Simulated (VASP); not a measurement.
# Pb (P6/mmm) in VASP: notebook, part 3 of 3

VASP 6.6.1. The steps go on from the part before.

### Step 4. Single point, PBE

This run uses another cell than the first one: it holds 3 atoms, not 1.

The input, INCAR:

```
SYSTEM = Pb
PREC     = Accurate       ! precision mode
ENCUT    = 520            ! plane-wave cutoff, eV
EDIFF    = 1E-6           ! SCF threshold, eV
ISMEAR   = -1             ! smearing method
SIGMA    = 0.1            ! smearing width, eV
LREAL    = .FALSE.        ! projectors in reciprocal space
LASPH    = .TRUE.         ! aspherical terms in the spheres
NELM     = 60             ! most SCF steps
ALGO     = Normal         ! electronic algorithm
ISIF     = 2              ! what is computed and relaxed
LWAVE    = .FALSE.        ! write WAVECAR
LCHARG   = .FALSE.        ! write CHGCAR
GGA      = PE             ! functional
NBANDS   = 28             ! bands
```

The input, KPOINTS:

```
regular mesh
0
G
  7 7 10
  0 0 0
```

The input, POSCAR:

```
Pb
1.0
    5.2574535469      0.0000000000      0.0000000000
   -2.6287267734      4.5530883308      0.0000000000
    0.0000000000      0.0000000000      3.1613371806
Pb
3
Direct
    0.0000000000      0.0000000000      0.0000000000
    0.3333333333      0.6666666667      0.5000000000
    0.6666666667      0.3333333333      0.5000000000
```

Potentials or basis: VASP PAW PBE potentials, release 64 (Pb_d).

Command:

```console
cat potpaw_PBE.64/Pb_d/POTCAR > POTCAR
mpirun -np 1 vasp_std > vasp.out
```

OUTCAR:

```text
SYSTEM = Pb
   PREC = Accurate
   ENCUT = 520
   EDIFF = 1E-6
   ISMEAR = -1
   LREAL = .FALSE.
   LASPH = .TRUE.
   NELM = 60
   ISIF = 2
   GGA = PE

 ion  position               nearest neighbor table
   1  0.000  0.000  0.000-   2 3.42   3 3.42   2 3.42   3 3.42   2 3.42   2 3.42   3 3.42   3 3.42
                             3 3.42   3 3.42   2 3.42   2 3.42
   2  0.333  0.667  0.500-   3 3.04   3 3.04   3 3.04   1 3.42   1 3.42   1 3.42   1 3.42   1 3.42
                             1 3.42
   3  0.667  0.333  0.500-   2 3.04   2 3.04   2 3.04   1 3.42   1 3.42   1 3.42   1 3.42   1 3.42
                             1 3.42

  LATTYP: Found a hexagonal cell.
[... 942 lines left out ...]
  --------------------------------------------------------------------------------------
  -------------------------------------------------------------------------------------
  Total        7.9667635      7.9667635      7.9539024      0.0000000     -0.0000000     -0.0000000
  in kB      168.6709024    168.6709024    168.3986095      0.0000000     -0.0000000     -0.0000000
  external PRESSURE =     168.5801381 kB  Pullay stress =       0.0000000 kB

 VOLUME and BASIS-vectors are now :
 -----------------------------------------------------------------------------
  energy-cutoff  :      520.00
  volume of cell :       75.67
      direct lattice vectors                 reciprocal lattice vectors
     5.257453547  0.000000000  0.000000000     0.190206150  0.109815572  0.000000000
    -2.628726773  4.553088331  0.000000000     0.000000000  0.219631144  0.000000000
     0.000000000  0.000000000  3.161337181     0.000000000  0.000000000  0.316321842

 POSITION                                       TOTAL-FORCE (eV/Angst)
 -----------------------------------------------------------------------------------
      0.00000      0.00000      0.00000         0.000000      0.000000      0.000000
     -0.00000      3.03539      1.58067         0.000000      0.000000      0.000000
      2.62873      1.51770      1.58067        -0.000000     -0.000000     -0.000000
 -----------------------------------------------------------------------------------
    total drift:                                0.000000     -0.000000      0.000000

  FREE ENERGIE OF THE ION-ELECTRON SYSTEM (eV)
  ---------------------------------------------------
  free  energy   TOTEN  =        -9.6696445296 eV

  energy  without entropy=       -9.6175502953  energy(sigma->0) =       -9.64359741
```

Run time: 89 s. Hardware: 1 thread of AMD EPYC 7R43 (Zen 3), shared host; peak memory 0.19 GiB.

Results:

```yaml
Free_energy: -9.6696 eV
Pressure: 16.9 GPa
Band_gap_on_the_k_mesh: zero (band 21 reaches 11.83 eV, above the bottom of band 22 at 6.94 eV)
```

Levels at points of the mesh, in eV from the Fermi level:
```tsv
k point	band 17	band 18	band 19	band 20	band 21	band 22	band 23	band 24	band 25	band 26
(0.00, 0.00, 0.00)	-7.54	-7.09	-2.80	-2.80	-2.71	-2.71	3.35	7.81	9.29	9.29
(0.00, 0.00, 0.50)	-8.40	-4.34	-2.21	-1.57	-0.63	-0.59	-0.59	0.80	0.80	2.54
```

Caveat: spin-orbit coupling is left out, which moves the levels of the heavy elements.

### Step 5. Single point, PBE

This run uses another cell than the first one: it holds 3 atoms, not 1.

The input, INCAR:

```
PREC = Accurate ; ENCUT = 520
EDIFF = 1E-6 ; ISMEAR = -1
SIGMA = 0.1 ; LREAL = F
LASPH = T ; NELM = 60
ALGO = Normal ; ISIF = 2
LWAVE = F ; LCHARG = F
GGA = PE ; NBANDS = 28
```

The input, KPOINTS:

```
Automatic mesh
0
Gamma
  7 7 10
```

POSCAR is that of step 4.

Potentials or basis: VASP PAW PBE potentials, release 64 (Pb_d).

Command:

```console
cat potpaw_PBE.64/Pb_d/POTCAR > POTCAR
mpirun -np 1 vasp_std > vasp.out
```

OUTCAR:

```text
PREC = Accurate
   ENCUT = 520
   EDIFF = 1E-6
   ISMEAR = -1
   LREAL = F
   LASPH = T
   NELM = 60
   ISIF = 2
   GGA = PE

 ion  position               nearest neighbor table
   1  0.000  0.000  0.000-   2 3.42   3 3.42   2 3.42   3 3.42   2 3.42   2 3.42   3 3.42   3 3.42
                             3 3.42   3 3.42   2 3.42   2 3.42
   2  0.333  0.667  0.500-   3 3.04   3 3.04   3 3.04   1 3.42   1 3.42   1 3.42   1 3.42   1 3.42
                             1 3.42
   3  0.667  0.333  0.500-   2 3.04   2 3.04   2 3.04   1 3.42   1 3.42   1 3.42   1 3.42   1 3.42
                             1 3.42

  LATTYP: Found a hexagonal cell.
 ALAT       =     5.2574535469
 C/A-ratio  =     0.6013057752

  Lattice vectors:

 A1 = (   5.2574535469,   0.0000000000,   0.0000000000)
 A2 = (  -2.6287267734,   4.5530883308,   0.0000000000)
 A3 = (   0.0000000000,   0.0000000000,   3.1613371806)

Analysis of symmetry for initial positions (statically):
=====================================================================
 Subroutine PRICEL returns:
 Original cell was already a primitive cell.

 Routine SETGRP: Setting up the symmetry group for a
[... 168 lines left out ...]
  energy without entropy =       -9.61755030  energy(sigma->0) =       -9.64359741

 E-fermi :   9.6409     XC(G=0): -11.0963

 val. band max:        9.6265905588   @ k =   0.0000   0.0000   0.4000
 cond. band min:       9.6427759582   @ k =   0.2857   0.1429   0.3000
 fundamental gap:      0.0161853994
 Fermi energy:         9.6409102028

 k-point     1 :       0.0000    0.0000    0.0000
  band No.  band energies     occupation
      1      -8.0998      2.00000
      2      -7.9030      2.00000
      3      -7.7274      2.00000
      4      -7.7246      2.00000
      5      -7.7246      2.00000
      6      -7.6650      2.00000
[... 733 lines left out ...]
     27      15.9906      0.00000
     28      18.5578      0.00000

 [... further k-points ...]

------------------------ aborting loop because EDIFF is reached ----------------------------------------

  FORCE on cell =-STRESS in cart. coord.  units (eV):
  Direction    XX          YY          ZZ          XY          YZ          ZX
  --------------------------------------------------------------------------------------
  -------------------------------------------------------------------------------------
  Total        7.9667635      7.9667635      7.9539024      0.0000000     -0.0000000     -0.0000000
  in kB      168.6709024    168.6709024    168.3986095      0.0000000     -0.0000000     -0.0000000
  external PRESSURE =     168.5801381 kB  Pullay stress =       0.0000000 kB

 VOLUME and BASIS-vectors are now :
 -----------------------------------------------------------------------------
  energy-cutoff  :      520.00
  volume of cell :       75.67
      direct lattice vectors                 reciprocal lattice vectors
     5.257453547  0.000000000  0.000000000     0.190206150  0.109815572  0.000000000
    -2.628726773  4.553088331  0.000000000     0.000000000  0.219631144  0.000000000
     0.000000000  0.000000000  3.161337181     0.000000000  0.000000000  0.316321842

 POSITION                                       TOTAL-FORCE (eV/Angst)
 -----------------------------------------------------------------------------------
      0.00000      0.00000      0.00000         0.000000      0.000000      0.000000
     -0.00000      3.03539      1.58067         0.000000      0.000000      0.000000
      2.62873      1.51770      1.58067        -0.000000     -0.000000     -0.000000
 -----------------------------------------------------------------------------------
    total drift:                                0.000000     -0.000000      0.000000

  FREE ENERGIE OF THE ION-ELECTRON SYSTEM (eV)
  ---------------------------------------------------
  free  energy   TOTEN  =        -9.6696445296 eV

  energy  without entropy=       -9.6175502953  energy(sigma->0) =       -9.64359741
```

Run time: 90 s. Hardware: 1 thread of AMD EPYC 7R43 (Zen 3), shared host; peak memory 0.18 GiB.

What came out:

```yaml
Free_energy: -9.6696 eV
Pressure: 16.9 GPa
Band_gap_on_the_k_mesh: zero (band 21 reaches 11.83 eV, above the bottom of band 22 at 6.94 eV)
```

Caveat: spin-orbit coupling is left out, which moves the levels of the heavy elements.

### Step 6. The runs side by side

```tsv
cell	k mesh	gap on the mesh (eV)	pressure (GPa)
a = 3.161, b = 3.161, c = 2.989 Å, angles 90.0, 90.0, 120.0°, 1 atom	14 × 14 × 13	none	16.9
a = 3.161, b = 3.161, c = 2.990 Å, angles 90.0, 90.0, 120.0°, 1 atom	14 × 14 × 13	none	16.9
a = 5.257, b = 5.257, c = 3.161 Å, angles 90.0, 90.0, 120.0°, 3 atoms	7 × 7 × 10	none	16.9
```

Alike in all rows: task single point; level PBE; potentials or basis VASP PAW PBE potentials, release 64 (Pb_d); no spin polarisation; cutoff (eV) 520; smearing fermi-dirac 0.1 eV.

Caveats: spin-orbit coupling is left out, which moves the levels of the heavy elements.

Absolute energies hang on the potentials; compare differences alone.
